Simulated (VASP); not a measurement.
Wanted: the native input for a VASP 6.6.1 run.

```yaml
Task: single point
Functional: PBEsol
Potentials_or_basis: VASP PAW PBE potentials, release 64 (Al, As)
Cutoff: 500 eV
k_mesh: 8 × 8 × 8
Occupations: gaussian, width 0.05 eV
Spin: no spin polarisation
Dipole_correction: no
Further_INCAR_settings: ALGO = Normal; EDIFF = 1e-06; NBANDS = 11
```

The structure of AlAs lies in POSCAR:

```
AlAs
1.0
    0.0000000000      2.9011600000      2.9011600000
    2.9011600000      0.0000000000      2.9011600000
    2.9011600000      2.9011600000      0.0000000000
Al As
1 1
Direct
    0.0000000000      0.0000000000      0.0000000000
    0.7500000000      0.7500000000      0.7500000000
```

This cell differs from its parent crystal: strain +0.025 along x and y, +0.025 along z.

These files were run (other wordings do the same):

INCAR

```
SYSTEM = AlAs
PREC = Accurate
ENCUT = 500
EDIFF = 1E-6
ISMEAR = 0
SIGMA = 0.05
LREAL = .False.
LASPH = .True.
NELM = 120
ALGO = Normal
ISIF = 2
LWAVE = .False.
LCHARG = .False.
GGA = PS
NBANDS = 11
GGA_COMPAT = .False.
```

KPOINTS

```
regular mesh
0
Gamma
  8 8 8
  0 0 0
```

Potentials or basis: VASP PAW PBE potentials, release 64 (Al, As).

Launch:

```sh
$ cat potpaw_PBE.64/Al/POTCAR potpaw_PBE.64/As/POTCAR > POTCAR
$ mpirun -np 1 vasp_std > vasp.out
```

Results of the run:

```json
{
 "Pressure": "-4.0 GPa",
 "Band gap on the k mesh": "1.41 eV, direct"
}
```

Caveat: the cell differs from its parent crystal (strain +0.025 along x and y, +0.025 along z); the PAW data sets were made with another functional, which shifts forces and pressure a little.

Wall time 7.6 s on 1 thread of AMD EPYC 9R45 96-Core Processor (Zen 5), with other jobs on the host, peak memory 0.14 GiB.
